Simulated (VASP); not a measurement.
Write the native input for VASP 6.6.1 that does the following.

```yaml
Task: single point
Functional: PBE
Potentials_or_basis: VASP PAW PBE potentials, release 64 (Si, N, O)
Cutoff: 520 eV
k_mesh: 1 × 1 × 1
Occupations: fermi-dirac, width 0.01 eV
Spin: no spin polarisation
Dipole_correction: no
Further_INCAR_settings: ALGO = Normal; EDIFF = 1e-06; NBANDS = 87
```

The structure of Si12N16O (a cell with a defect) (O interstitial hop between voids) lies in POSCAR:

```
Si12N16O
1.0
    7.6639217100      0.0000000000      0.0000000000
   -3.8319608600      6.6371509000      0.0000000000
    0.0000000000      0.0000000000      5.8525451500
Si N O
12 16 1
Direct
    0.2323143416      0.8246746356      0.3796669557
    0.4063165570      0.2271242620      0.1302534163
    0.8273298851      0.5949652282      0.1306711833
    0.1852737164      0.4094024742      0.3809308502
    0.5959592467      0.7661028168      0.3786039993
    0.7838927421      0.1881570901      0.1440108497
    0.2331353676      0.8214904380      0.8792441353
    0.4079301511      0.2282627023      0.6301337120
    0.8254212666      0.5910305580      0.6268650486
    0.1878834990      0.4125145023      0.8805234078
    0.6123299850      0.7664350377      0.8756860253
    0.7849495020      0.1864214056      0.6245262371
    0.3378716836      0.6703630921      0.3774369857
    0.6694342553      0.3326121454      0.1336736377
    0.9697324406      0.6717429010      0.3794966024
    0.3002940052      0.9648331184      0.1282392499
    0.6630689894      0.6901137354      0.1338552681
    0.3261993966      0.2872883303      0.3801751107
    0.0438082265      0.3386010103      0.1307890807
    0.7186441500      0.0345646805      0.3839034031
    0.3475589459      0.6735905311      0.8799024814
    0.6698327307      0.3299667332      0.6273526997
    0.9677594432      0.6658644751      0.8785049698
    0.3010113307      0.9651409312      0.6309523302
    0.6497096185      0.6728115825      0.6199871863
    0.3377416523      0.2984056005      0.8804738567
    0.0447004354      0.3443429318      0.6310633930
    0.7192794210      0.0509562017      0.8841502060
   -0.1315529289     -0.0211485323     -0.1441637746
```

One way to write it, as run:

INCAR

```
SYSTEM = Si12N16O
PREC = Accurate ; ENCUT = 520
EDIFF = 1E-6 ; ISMEAR = -1
SIGMA = 0.01 ; LREAL = .FALSE.
LASPH = .TRUE. ; NELM = 120
ALGO = Normal ; ISIF = 2
LWAVE = .FALSE. ; LCHARG = .FALSE.
GGA = PE ; NBANDS = 87
GGA_COMPAT = .FALSE.
```

KPOINTS

```
Automatic mesh
0
G
  1 1 1
  0 0 0
```

Potentials or basis: VASP PAW PBE potentials, release 64 (Si, N, O).

Run with:

```console
$ cat potpaw_PBE.64/Si/POTCAR potpaw_PBE.64/N/POTCAR potpaw_PBE.64/O/POTCAR > POTCAR
$ mpirun -np 1 vasp_gam > vasp.out
```

It gave:

The pressure is 2.6 GPa. The largest force is 0.188 eV/Å and the band gap on the k mesh is 3.68 eV.

Caveat: the k points lie up to 1.07 Å⁻¹ apart.

Wall time 27 s on 1 thread of Intel(R) Xeon(R) 6975P-C (Granite Rapids), with other jobs on the host, peak memory 0.4 GiB.
